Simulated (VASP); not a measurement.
# Ce2O (antifluorite type) (Fm-3m) in VASP: a series of runs

Runs on Ce2O (antifluorite type). Level: PBE. Tasks: single point.

Everything below comes from runs of VASP 6.6.1. Logs are shortened: lines on timing, memory, paths and dates and some standing lists are left out, and cuts for length are marked.

## Step 1: The cell of the first run

Symmetry: Fm-3m, No. 225, cubic system. Conventional cell: a = 5.953 Å, b = 5.953 Å, c = 5.953 Å, α = 90.00°, β = 90.00°, γ = 90.00°. Within 3.4 Å of Ce (site symmetry -43m) lie 4 O at 2.58 Å and 6 Ce at 2.98 Å. O (site symmetry m-3m) has 8 Ce at 2.58 Å within 3.4 Å.

## Step 2: Single point, PBE

INCAR reads:

```
ALGO = Normal
EDIFF = 1E-7
ENCUT = 520
GGA = PE
ISIF = 2
ISMEAR = -1
LASPH = T
LCHARG = F
LREAL = F
LWAVE = F
NBANDS = 22
NELM = 100
PREC = Accurate
SIGMA = 0.06122561905347299
```

KPOINTS reads:

```
k-points
0
Gamma
  11 11 11
```

POSCAR reads:

```
Ce2O
1.0
    0.0000000000      2.9763249970      2.9763249970
    2.9763249970      0.0000000000      2.9763249970
    2.9763249970      2.9763249970      0.0000000000
Ce O
2 1
Direct
    0.2500000000      0.2500000000      0.2500000000
    0.7500000000      0.7500000000      0.7500000000
    0.0000000000      0.0000000000      0.0000000000
```

Potentials or basis: VASP PAW PBE potentials, release 64 (Ce, O).

Launch:

```
$ cat potpaw_PBE.64/Ce/POTCAR potpaw_PBE.64/O/POTCAR > POTCAR
$ mpirun -np 1 vasp_std > vasp.out
```

OUTCAR:

```text
EDIFF = 1E-7
   ENCUT = 520
   GGA = PE
   ISIF = 2
   ISMEAR = -1
   LASPH = T
   LREAL = F
   NELM = 100
   PREC = Accurate

 ion  position               nearest neighbor table
   1  0.250  0.250  0.250-   2 2.98   2 2.98   2 2.98   2 2.98   2 2.98   2 2.98
   2  0.750  0.750  0.750-   1 2.98   1 2.98   1 2.98   1 2.98   1 2.98   1 2.98
   3  0.000  0.000  0.000-

  LATTYP: Found a face centered cubic cell.
 ALAT       =     5.9526499940

  Lattice vectors:

 A1 = (   0.0000000000,   2.9763249970,   2.9763249970)
 A2 = (   2.9763249970,   0.0000000000,   2.9763249970)
 A3 = (   2.9763249970,   2.9763249970,   0.0000000000)

Analysis of symmetry for initial positions (statically):
=====================================================================
 Subroutine PRICEL returns:
 Original cell was already a primitive cell.

 Routine SETGRP: Setting up the symmetry group for a
 face centered cubic supercell.

 Subroutine GETGRP returns: Found 48 space group operations
 (whereof 48 operations were pure point group operations)
 out of a pool of 48 trial point group operations.

The static configuration has the point symmetry O_h .

Analysis of symmetry for dynamics (positions and initial velocities):
=====================================================================
 Subroutine PRICEL returns:
 Original cell was already a primitive cell.

 Routine SETGRP: Setting up the symmetry group for a
 face centered cubic supercell.

 Subroutine GETGRP returns: Found 48 space group operations
 (whereof 48 operations were pure point group operations)
 out of a pool of 48 trial point group operations.

The dynamic configuration has the point symmetry O_h .

 Subroutine INISYM returns: Found 48 space group operations
 (whereof 48 operations are pure point group operations),
 and found     1 'primitive' translations

----------------------------------------------------------------------------------------

                                     Primitive cell

  volume of cell :      52.7316

  direct lattice vectors                    reciprocal lattice vectors
     0.000000000  2.976324997  2.976324997    -0.167992407  0.167992407  0.167992407
     2.976324997  0.000000000  2.976324997     0.167992407 -0.167992407  0.167992407
[... 80 lines left out ...]
   ICHARG =      2    charge: 1-file 2-atom 10-const
   ISPIN  =      1    spin polarized calculation?
   LNONCOLLINEAR =      F non collinear calculations
   LSORBIT =      F    spin-orbit coupling
   LASPH  =      T    aspherical Exc in radial PAW
   ENCUT  =  520.0 eV  38.22 Ry    6.18 a.u.   7.83  7.83  7.83*2*pi/ulx,y,z
   NELM   =    100;   NELMIN=  2; NELMDL= -5     # of ELM steps
   EDIFF  = 0.1E-06   stopping-criterion for ELM
   LREAL  =      F    real-space projection
   EDIFFG = 0.1E-05   stopping-criterion for IOM
   NSW    =      0    number of steps for IOM
   IBRION =     -1    ionic relax: 0-MD 1-quasi-New 2-CG
   NFREE  =      0    steps in history (QN), initial steepest desc. (CG)
   ISIF   =      2    stress and relaxation
   ISYM   =      2    0-nonsym 1-usesym 2-fastsym
   POTIM  = 0.5000    time-step for ionic-motion
   TEBEG  =    0.0;   TEEND  =   0.0 temperature during run
   PSTRESS=    0.0 pullay stress
   NELECT =      30.0000    total number of electrons
   NUPDOWN=      -1.0000    fix difference up-down
   EMIN   =  10.00;   EMAX   =-10.00  energy-range for DOS
   EFERMI =   0.00;   METHOD = LEGACY
   ISMEAR =    -1;   SIGMA  =   0.06  broadening in eV -4-tet -1-fermi 0-gaus
   EFERMI_NEDOS =   21; number of points for ismear=-14 and -15
   IALGO  =     38    algorithm
   IMIX   =      4    mixing-type and parameters
     AMIX     =   0.40;   BMIX     =  1.00
     AMIX_MAG =   1.60;   BMIX_MAG =  1.00
  volume/ion in A,a.u.               =      17.58       118.62
  Fermi-wavevector in a.u.,A,eV,Ry     =   1.356516  2.563443 25.036563  1.840135
  Thomas-Fermi vector in A             =   2.483512
   LORBIT       =      0    0 simple, 1 ext, 2 COOP (PROOUT), +10 PAW based schemes
   GGA     = PE    functional components
   LHFCALC =     F    Hartree Fock is set to
   AEXX    =    0.0000 exact exchange contribution
   IVDW    =     0    specifies the selected vdW correction
   LEPSILON=     F    determine dielectric tensor
   LRPA    =     F    only Hartree local field effects (RPA)
 non-spin polarized calculation
  energy-cutoff  :      520.00
  volume of cell :       52.73
 maximum number of plane-waves:      1433
   NGX = 15   NGY = 15   NGZ = 15

 number of electron      30.0000000 magnetization

 Free energy of the ion-electron system (eV)
  ---------------------------------------------------
  ext. energy  EPLUGINS =         0.00000000
  ---------------------------------------------------
  free energy    TOTEN  =       -20.43809241 eV

  energy without entropy =      -20.34650407  energy(sigma->0) =      -20.39229824

 E-fermi :  10.8803     XC(G=0): -11.9756

 val. band max:       10.8668626202   @ k =  -0.3636   0.3636   0.0000
 cond. band min:      10.8858759434   @ k =   0.3636   0.0000   0.0000
 fundamental gap:      0.0190133233
 Fermi energy:        10.8802924822

 k-point     1 :       0.0000    0.0000    0.0000
  band No.  band energies     occupation
      1     -24.5780      2.00000
      2     -22.8692      2.00000
      3      -8.7675      2.00000
      4      -7.7920      2.00000
      5      -7.7920      2.00000
      6      -7.7920      2.00000
[... 589 lines left out ...]
     21      11.5353      0.00005
     22      11.5678      0.00003

 [... further k-points ...]

------------------------ aborting loop because EDIFF is reached ----------------------------------------

  FORCE on cell =-STRESS in cart. coord.  units (eV):
  Direction    XX          YY          ZZ          XY          YZ          ZX
  --------------------------------------------------------------------------------------
  -------------------------------------------------------------------------------------
  Total        2.1062790      2.1062790      2.1062790      0.0000000     -0.0000000     -0.0000000
  in kB       63.9963818     63.9963818     63.9963818      0.0000000     -0.0000000     -0.0000000
  external PRESSURE =      63.9963818 kB  Pullay stress =       0.0000000 kB

 VOLUME and BASIS-vectors are now :
 -----------------------------------------------------------------------------
  energy-cutoff  :      520.00
  volume of cell :       52.73
      direct lattice vectors                 reciprocal lattice vectors
     0.000000000  2.976324997  2.976324997    -0.167992407  0.167992407  0.167992407
     2.976324997  0.000000000  2.976324997     0.167992407 -0.167992407  0.167992407
     2.976324997  2.976324997  0.000000000     0.167992407  0.167992407 -0.167992407

 POSITION                                       TOTAL-FORCE (eV/Angst)
 -----------------------------------------------------------------------------------
      1.48816      1.48816      1.48816        -0.000000     -0.000000     -0.000000
      4.46449      4.46449      4.46449         0.000000      0.000000      0.000000
      0.00000      0.00000      0.00000         0.000000      0.000000      0.000000
 -----------------------------------------------------------------------------------
    total drift:                                0.000000     -0.000000      0.000000

  FREE ENERGIE OF THE ION-ELECTRON SYSTEM (eV)
  ---------------------------------------------------
  free  energy   TOTEN  =       -20.4380924103 eV

  energy  without entropy=      -20.3465040688  energy(sigma->0) =      -20.39229824
```

Run time: 2.6 min. Hardware: 1 thread of AMD EPYC 7R43 (Zen 3), shared host; peak memory 0.19 GiB.

What came out:

```
Free energy            : -20.4381 eV
Pressure               : 6.4 GPa
Band gap on the k mesh : zero (bands 15 and 16 overlap by 0.07 eV)
```

Levels at points of the mesh, in eV from the Fermi level:
```csv
k point,band 13,band 14,band 15,band 16,band 17,band 18
"(0.00, 0.00, 0.00)",-2.25,-2.25,-1.55,0.52,0.52,0.52
```

Caveat: the cell stands under pressure; spin-orbit coupling is left out, which moves the levels of the heavy elements; the run has no spin polarisation, though such a crystal can be magnetic; semilocal functionals describe open f shells poorly, which spoils levels, moments and volumes.

## Step 3: Single point, PBE

This run uses another cell than the first one, of 17.95 Å³/atom.

INCAR reads:

```
PREC = Accurate
ENCUT = 520
EDIFF = 1E-6
ISMEAR = -1
SIGMA = 0.06122561905347299
LREAL = F
LASPH = T
NELM = 60
ALGO = Normal
ISIF = 2
LWAVE = F
LCHARG = F
GGA = PE
NBANDS = 22
```

KPOINTS reads:

```
regular mesh
0
Gamma
  11 11 11
```

POSCAR reads:

```
Ce2O
1.0
    0.0000000000      2.9972857228      2.9972857228
    2.9972857228      0.0000000000      2.9972857228
    2.9972857228      2.9972857228      0.0000000000
Ce O
2 1
Direct
    0.2500000000      0.2500000000      0.2500000000
    0.7500000000      0.7500000000      0.7500000000
    0.0000000000      0.0000000000      0.0000000000
```

Potentials or basis: VASP PAW PBE potentials, release 64 (Ce, O).

Launch:

```
$ cat potpaw_PBE.64/Ce/POTCAR potpaw_PBE.64/O/POTCAR > POTCAR
$ mpirun -np 1 vasp_std > vasp.out
```

OUTCAR:

```text
PREC = Accurate
   ENCUT = 520
   EDIFF = 1E-6
   ISMEAR = -1
   LREAL = F
   LASPH = T
   NELM = 60
   ISIF = 2
   GGA = PE

 ion  position               nearest neighbor table
   1  0.250  0.250  0.250-   2 3.00   2 3.00   2 3.00   2 3.00   2 3.00   2 3.00
   2  0.750  0.750  0.750-   1 3.00   1 3.00   1 3.00   1 3.00   1 3.00   1 3.00
   3  0.000  0.000  0.000-

  LATTYP: Found a face centered cubic cell.
 ALAT       =     5.9945714456

[... 791 lines left out ...]

  FORCE on cell =-STRESS in cart. coord.  units (eV):
  Direction    XX          YY          ZZ          XY          YZ          ZX
  --------------------------------------------------------------------------------------
  -------------------------------------------------------------------------------------
  Total        1.3152420      1.3152420      1.3152420      0.0000000      0.0000000      0.0000000
  in kB       39.1292761     39.1292761     39.1292761      0.0000000      0.0000000      0.0000000
  external PRESSURE =      39.1292761 kB  Pullay stress =       0.0000000 kB

 VOLUME and BASIS-vectors are now :
 -----------------------------------------------------------------------------
  energy-cutoff  :      520.00
  volume of cell :       53.85
      direct lattice vectors                 reciprocal lattice vectors
     0.000000000  2.997285723  2.997285723    -0.166817596  0.166817596  0.166817596
     2.997285723  0.000000000  2.997285723     0.166817596 -0.166817596  0.166817596
     2.997285723  2.997285723  0.000000000     0.166817596  0.166817596 -0.166817596

 POSITION                                       TOTAL-FORCE (eV/Angst)
 -----------------------------------------------------------------------------------
      1.49864      1.49864      1.49864        -0.000000     -0.000000     -0.000000
      4.49593      4.49593      4.49593         0.000000      0.000000      0.000000
      0.00000      0.00000      0.00000        -0.000000      0.000000     -0.000000
 -----------------------------------------------------------------------------------
    total drift:                                0.000000     -0.000000      0.000000

  FREE ENERGIE OF THE ION-ELECTRON SYSTEM (eV)
  ---------------------------------------------------
  free  energy   TOTEN  =       -20.4761450359 eV

  energy  without entropy=      -20.3791482193  energy(sigma->0) =      -20.42764663
```

OSZICAR:

```text
N       E                     dE             d eps       ncg     rms          rms(c)
DAV:   1     0.301601656187E+03    0.30160E+03   -0.12230E+04  2472   0.178E+03
DAV:   2     0.183374684188E+02   -0.28326E+03   -0.27304E+03  3760   0.318E+02
DAV:   3    -0.194990546945E+02   -0.37837E+02   -0.36985E+02  3288   0.140E+02
[... 12 lines left out ...]
DAV:  16    -0.204761802745E+02    0.42941E-04   -0.67928E-04  3820   0.178E-01    0.910E-02
DAV:  17    -0.204761496899E+02    0.30585E-04   -0.19148E-04  4088   0.747E-02    0.401E-02
DAV:  18    -0.204761511980E+02   -0.15081E-05   -0.23835E-05  4148   0.353E-02    0.269E-02
DAV:  19    -0.204761446505E+02    0.65475E-05   -0.60228E-05  3552   0.383E-02    0.744E-03
DAV:  20    -0.204761450359E+02   -0.38540E-06   -0.52893E-06  3692   0.169E-02
   1 F= -.20476145E+02 E0= -.20427647E+02  d E =-.969968E-01
```

Wall time 96 s (1 thread of AMD EPYC 7R43 (Zen 3), shared host); peak memory 0.19 GiB.

What came out:

```
Free energy            : -20.4761 eV
Pressure               : 3.9 GPa
Band gap on the k mesh : zero (bands 15 and 16 overlap by 0.08 eV)
```

Levels at points of the mesh, in eV from the Fermi level:
| k point | band 12 | band 13 | band 14 | band 15 | band 16 | band 17 | band 18 | band 19 |
| --- | --- | --- | --- | --- | --- | --- | --- | --- |
| (0.00, 0.00, 0.00) | -6.61 | -2.18 | -2.18 | -1.58 | 0.50 | 0.50 | 0.50 | 0.55 |

Caveat: the cell stands under pressure; spin-orbit coupling is left out, which moves the levels of the heavy elements; the run has no spin polarisation, though such a crystal can be magnetic; semilocal functionals describe open f shells poorly, which spoils levels, moments and volumes.
